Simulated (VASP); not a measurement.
Set up this calculation in VASP 6.6.1, as the native input.

```yaml
Task: single point
Functional: LDA
Potentials_or_basis: VASP PAW LDA potentials, release 64 (Ti_sv, Al)
Cutoff: 520 eV
k_mesh: 16 × 16 × 16
Occupations: gaussian, width 0.15 eV
Spin: no spin polarisation
Dipole_correction: no
Further_INCAR_settings: ALGO = Fast; EDIFF = 1e-06; NBANDS = 14
```

The structure of TiAl lies in POSCAR:

```
TiAl
1.0
    3.3675625441      0.0000000000      0.0000000000
    0.0000000000      3.3675625441      0.0000000000
    0.0000000000      0.0000000000      2.8499681811
Ti Al
1 1
Direct
    0.0000000000      0.0000000000      0.0000000000
    0.5000000000      0.5000000000      0.5000000000
```

These files were run (other wordings do the same):

INCAR

```
SYSTEM = TiAl
PREC = Accurate ; ENCUT = 520
EDIFF = 1E-6 ; ISMEAR = 0
SIGMA = 0.15 ; LREAL = .False.
LASPH = .True. ; NELM = 80
ALGO = Fast ; ISIF = 2
LWAVE = .False. ; LCHARG = .False.
NBANDS = 14
```

KPOINTS

```
Automatic mesh
0
Gamma
  16 16 16
  0 0 0
```

Potentials or basis: VASP PAW LDA potentials, release 64 (Ti_sv, Al).

The run is started by

```sh
$ cat potpaw_LDA.64/Ti_sv/POTCAR potpaw_LDA.64/Al/POTCAR > POTCAR
$ mpirun -np 1 vasp_std > vasp.out
```

Results of the run:

| Property | Result |
| --- | --- |
| Pressure | -5.5 GPa |
| Band gap on the k mesh | zero (an odd number of electrons rules out a gap without spin polarisation) |

Caveat: the cell stands under tension.

It took 8.2 min on 1 thread of Intel Xeon 8259CL (shared host), peak memory 0.29 GiB.
